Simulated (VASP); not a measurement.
The system is CsPtS.

```
CELL_PARAMETERS angstrom
4.36412 0.00000 0.00000
0.00000 4.36412 0.00000
0.00000 0.00000 4.44504
ATOMIC_POSITIONS crystal
Cs 0.00000 0.00000 0.00000
Pt 0.50000 0.50000 0.00000
S 0.50000 0.50000 0.50000
```

The cell was generated, and may not be a known phase.

- Program: VASP 6.6.1
- Task: relaxation of cell and atoms
- Functional: PBE
- Potentials or basis: VASP PAW PBE potentials, release 64 (Cs_sv, Pt, S)
- Cutoff: 600 eV
- k mesh: 4 × 4 × 4
- Occupations: gaussian, width 0.1 eV
- Spin: no spin polarisation

At the start: pressure 6.8 GPa; volume 28.22 Å³/atom.

Problem. How do energy, volume and symmetry change on relaxing?

Solution. Over 10 steps the energy falls by 310.8 meV/atom and the volume is 38.14 Å³/atom (+35.1 %); space group P4/mmm (No. 123, to 0.1 Å) before and after.

The path:
| step | energy change (eV) | largest force (eV/Å) | pressure (GPa) | volume (Å³) |
| --- | --- | --- | --- | --- |
| 1 | 0.0000 | 0.0000 | 6.76 | 84.66 |
| 2 | -0.8015 | 0.0000 | 3.03 | 99.53 |
| 3 | -0.8676 | 0.0000 | 2.93 | 104.97 |
| 4 | -0.8692 | 0.0000 | 2.98 | 106.60 |
| 5 | -0.7448 | 0.0000 | -3.51 | 123.40 |
| 6 | -0.9284 | 0.0000 | 0.01 | 112.26 |
| 7 | -0.9285 | 0.0000 | 0.11 | 112.05 |
| 8 | -0.9285 | 0.0000 | 0.16 | 111.94 |
| 9 | -0.9314 | 0.0000 | 0.10 | 113.18 |
| 10 | -0.9323 | 0.0000 | 0.05 | 114.41 |

Final structure:
```xyz
3
Lattice="5.1484 0.0000 0.0000 0.0000 5.1484 0.0000 0.0000 0.0000 4.3165" Properties=species:S:1:pos:R:3 pbc="T T T"
Cs    0.0000    0.0000    0.0000
Pt    2.5742    2.5742    0.0000
S     2.5742    2.5742    2.1582
```

Caveat: the volume moved by over 15 % at a fixed basis, so the end points are rough.
